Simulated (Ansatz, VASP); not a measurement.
# GeP4: VASP beside Ansatz

```xyz
10
Lattice="6.0100 0.0000 0.0000 0.0000 6.0100 0.0000 0.0000 0.0000 5.4322" Properties=species:S:1:pos:R:3 pbc="T T T"
Ge    3.0050    3.0050    0.0000
Ge    0.0000    0.0000    0.0000
P     4.0498    4.9652    1.3677
P     4.9652    1.9602    1.3677
P     1.0448    1.9602    4.0645
P     4.9652    4.0498    4.0645
P     4.0498    1.0448    4.0645
P     1.9602    4.9652    4.0645
P     1.9602    1.0448    1.3677
P     1.0448    4.0498    1.3677
```

Change from the starting cell: species swapped into the PtPb4 type (P4/nbm, No. 125).

Alike in both runs: task relaxation of cell and atoms; functional PBE; k mesh 4 × 4 × 4; occupations gaussian, width 0.1 eV; no spin polarisation.

```csv
,VASP,Ansatz
version,VASP 6.6.1,Ansatz 0.2.0
potentials or method,"VASP PAW PBE potentials, release 64 (Ge_d, P), cutoff 600 eV","scalar-relativistic, plane waves, PAW"
valence electrons in the cell,68,68
```

```csv
,VASP,Ansatz,Ansatz less VASP
"gap on the k mesh at the Fermi level, each at its own relaxed structure (eV)",none,none,-
relaxed volume (Å³/atom),18.02,18.27,+0.246
relaxed length of the cell vector where the two differ most in proportion (Å),4.300,4.832,+0.5314
```

A gap of «none» marks a metal or a gap that the smearing closes. One of these differences is far larger than is usual between the two programs; its cause wasn't traced.
